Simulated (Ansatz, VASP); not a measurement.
**BaZrO3 in VASP and in Ansatz**

```
Ba Zr O
1.0
     4.16321    0.00000    0.00000
     0.00000    4.16321    0.00000
     0.00000    0.00000    4.16321
Ba Zr O
1 1 3
Direct
  0.00000 0.00000 0.00000
  0.50000 0.50000 0.50000
  0.00000 0.50000 0.50000
  0.50000 0.00000 0.50000
  0.50000 0.50000 0.00000
```

Alike in both runs: task single point; functional PBE; k mesh 6 × 6 × 6; no spin polarisation.

```csv
,VASP,Ansatz
version,VASP 6.6.1,Ansatz 0.2.0
potentials or method,"VASP PAW PBE potentials, release 64 (Ba_sv, Zr_sv, O), cutoff 520 eV","plane waves, PAW"
occupations,"gaussian, width 0.01 eV",fixed
valence electrons in the cell,40,40
```

|  | VASP | Ansatz | Ansatz less VASP |
| --- | --- | --- | --- |
| pressure (GPa) | 8.7 | 7.6 | -1.15 |

Neither program's run includes spin-orbit coupling.
